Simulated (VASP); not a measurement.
Runs of VASP 6.6.1 on SiO2. The structure is that of space group P4_2/mnm (No. 136), or close to it. The cells are those of the table. 

| cell | gap on the mesh (eV) | pressure (GPa) | largest force (eV/Å) |
| --- | --- | --- | --- |
| a = 4.259, b = 4.259, c = 2.873 Å, 6 atoms | 3.51 | -21.1 | 0.09 |
| a = 4.206, b = 4.206, c = 2.837 Å, 6 atoms | 4.11 | -12.6 | 0.24 |
| a = 4.175, b = 4.175, c = 2.991 Å, 6 atoms | 3.28 | -21.5 | 0.60 |
| a = 4.183, b = 4.183, c = 2.427 Å, 6 atoms | (c) | (d) | 0.90 |
| a = 4.164, b = 4.164, c = 2.894 Å, 6 atoms | (a) | (b) | 0.47 |

Alike in all rows: task single point; level PBE; potentials or basis VASP PAW PBE potentials, release 64 (Si, O); no spin polarisation; k mesh 6 × 6 × 10; cutoff (eV) 520; smearing gaussian 0.05 eV.

Q: Estimate the missing entries.

A: (a) 3.99; (b) -13.0; (c) 7.57; (d) 58.7.

A k mesh can miss the band edges.
